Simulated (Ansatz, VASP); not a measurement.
# WSe2 in VASP and in Ansatz

```
W Se
1.0
    -2.50035    2.50035    4.73217
     2.50035   -2.50035    4.73217
     2.50035    2.50035   -4.73217
W Se
2 4
Direct
  0.75000 0.25000 0.50000
  0.00000 0.00000 0.00000
  0.47906 0.97906 0.50000
  0.72906 0.72906 0.00000
  0.27094 0.27094 0.00000
  0.02094 0.52094 0.50000
```

Alike in both runs: task single point; functional r2SCAN; dispersion rVV10; k mesh 8 × 8 × 8; occupations fermi-dirac, width 0.03 eV; no spin polarisation.

```csv
,VASP,Ansatz
version,VASP 6.6.1,Ansatz 0.2.0
potentials or method,"VASP PAW PBE potentials, release 64 (W_sv, Se)","plane waves, PAW"
plane-wave cutoff (eV),520,500
valence electrons in the cell,52,92
```

|  | VASP | Ansatz | Ansatz less VASP |
| --- | --- | --- | --- |
| pressure (GPa) | 0.7 | 0.1 | -0.58 |
| traceless stress, the component that is largest in VASP (GPa) | 0.34 | 0.31 | -0.025 |
| rms of the force components (eV/Å) | 0.007 | 0.002 | -0.0057 |

VASP's potentials were made for PBE, not for r2SCAN. Atom by atom the forces differ by 0.009 eV/Å (rms over components). VASP's potentials hold 52 valence electrons a cell and Ansatz's 92, so a difference there can come from the potentials and not from the codes.

Spin-orbit coupling is off throughout.
